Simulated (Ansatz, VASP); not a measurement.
Cu in VASP and in Ansatz

```
CELL_PARAMETERS angstrom
2.55663 0.00000 0.00000
-1.27832 2.21411 0.00000
0.00000 0.00000 4.22795
ATOMIC_POSITIONS crystal
Cu 0.33333 0.66667 0.25000
Cu 0.66667 0.33333 0.75000
```

Alike in both runs: task single point; functional LDA; k mesh 17 × 17 × 9; occupations fermi-dirac, width 0.03 eV; no spin polarisation.

```csv
,VASP,Ansatz
version,VASP 6.6.1,Ansatz 0.2.0
potentials or method,"VASP PAW LDA potentials, release 64 (Cu), cutoff 520 eV","all-electron LAPW, scalar-relativistic"
```

Ansatz gave:

```
pressure (GPa)                                                : -14.0
traceless stress, the component that is largest in VASP (GPa) : 0.24
```

Task: Estimate VASP's values.

Result: Pressure (GPa): -13.1; traceless stress, the component that is largest in VASP (GPa): 0.23.

LDA's correlation is that of Perdew and Zunger in VASP and of Perdew and Wang (1992) in Ansatz. Ansatz ran all-electron here, and VASP with PAW potentials.
